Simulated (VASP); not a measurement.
A run of VASP 6.6.1 is set up as follows.

The input POSCAR:

```
HfO2
1.0
    0.0000000000      2.5291823184      2.5291823184
    2.5291823184      0.0000000000      2.5291823184
    2.5291823184      2.5291823184      0.0000000000
Hf O
1 2
Direct
    0.0000000000      0.0000000000      0.0000000000
    0.2500000000      0.2500000000      0.2500000000
    0.7500000000      0.7500000000      0.7500000000
```

The input INCAR.step1:

```
SYSTEM = HfO2
ALGO = Normal ; EDIFF = 1E-5
ENCUT = 660 ; GGA = PE
GGA_COMPAT = .False. ; ISMEAR = 0
LASPH = .True. ; LCHARG = .False.
LREAL = .False. ; LWAVE = .True.
NBANDS = 18 ; NELM = 120
PREC = Accurate ; SIGMA = 0.01
```

Contents of INCAR.step2:

```
SYSTEM = HfO2
ALGO = Normal ; EDIFF = 1E-6
ENCUT = 660 ; GGA_COMPAT = .False.
ISIF = 2 ; ISMEAR = 0
ISTART = 1 ; LASPH = .True.
LCHARG = .True. ; LELF = .True.
LMIXTAU = .True. ; LREAL = .False.
LVHAR = .True. ; LWAVE = .False.
METAGGA = R2SCAN ; NBANDS = 18
NELM = 120 ; PREC = Accurate
SIGMA = 0.01
```

File KPOINTS:

```
k-points
0
Gamma
  8 8 8
  0 0 0
```

Potentials or basis: VASP PAW PBE potentials, release 64 (Hf_pv, O).

The run is started by

```sh
$ cat potpaw_PBE.64/Hf_pv/POTCAR potpaw_PBE.64/O/POTCAR > POTCAR
$ cp INCAR.step1 INCAR
$ mpirun -np 1 vasp_std > vasp.out
$ cp INCAR.step2 INCAR
$ mpirun -np 1 vasp_std > vasp.out
```

(1) Predict the band gap on the k mesh.

(2) Predict the pressure.

Results:

(1) 4.32 eV.

(2) -4.3 GPa.

Caveat: the cell stands under tension; the PAW data sets were made with another functional, which shifts forces and pressure a little; spin-orbit coupling is left out, which moves the levels of the heavy elements.
